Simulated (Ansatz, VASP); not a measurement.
**One calculation of PbS, two programs**

Contents of POSCAR:

```
PbS
1.0
    4.0896976867      0.0000000000      0.0000000000
   -2.0448488433      3.5417820905      0.0000000000
    0.0000000000      0.0000000000      3.7881670000
Pb S
1 1
Direct
    0.0000000000      0.0000000000      0.0000000000
    0.6666666667      0.3333333333      0.5000000000
```

File INCAR.step1:

```
ALGO = Normal ; EDIFF = 1E-5
ENCUT = 520 ; GGA = PE
ISIF = 2 ; ISMEAR = -1
LASPH = True ; LREAL = False
LWAVE = True ; NBANDS = 17
NELM = 80 ; PREC = Accurate
SIGMA = 0.05
```

INCAR.step2

```
AEXX = 0.1 ; ALGO = Normal
EDIFF = 1E-6 ; ENCUT = 520
ISIF = 2 ; ISMEAR = -1
ISTART = 1 ; LASPH = True
LCHARG = True ; LELF = True
LHFCALC = True ; LMIXTAU = True
LREAL = False ; LVHAR = True
LWAVE = False ; METAGGA = R2SCAN
NBANDS = 17 ; NELM = 80
PREC = Accurate ; PRECFOCK = Normal
SIGMA = 0.05
```

Contents of KPOINTS:

```
k-points
0
Gamma
  4 4 4
```

File input:

```
crystal:
  lattice:
    - [4.0896976867, 0.0, 0.0]
    - [-2.0448488433, 3.5417820905, 0.0]
    - [0.0, 0.0, 3.788167]
  atoms:
    - { symbol: Pb, position: [0.0, 0.0, 0.0] }
    - { symbol: S, position: [0.6666666667, 0.3333333333, 0.5] }
hamiltonian:
  xc: r2scanh
  pseudopotentials: { kind: paw }
kpoints:
  mp_grid: { grid: [4, 4, 4] }
scf:
  occupations: { method: fermi_dirac, width: 0.05 }
output:
  forces: true
  stress: true
  eigenvalues: true
```

Alike in both runs: task single point; functional r2SCANh; k mesh 4 × 4 × 4; occupations fermi-dirac, width 0.05 eV; no spin polarisation.

|  | VASP | Ansatz |
| --- | --- | --- |
| version | VASP 6.6.1 | Ansatz 0.2.0 |
| potentials or method | VASP PAW PBE potentials, release 64 (Pb_d, S) | Ansatz PAW |
| plane-wave cutoff (eV) | 520 | 500 |
| valence electrons in the cell | 20 | 20 |

```csv
,VASP,Ansatz,Ansatz less VASP
gap on the k mesh at the Fermi level (eV),0.79,0.77,-0.024
least direct gap on the mesh (eV),1.62,1.59,-0.027
pressure (GPa),-1.2,-1.2,+0.09
"traceless stress, the component that is largest in VASP (GPa)",0.38,0.38,-0.005
```

VASP's potentials were made for PBE, not for r2SCANh.

The k mesh is coarse, so the values compare programs but aren't converged. Spin-orbit coupling is off throughout.
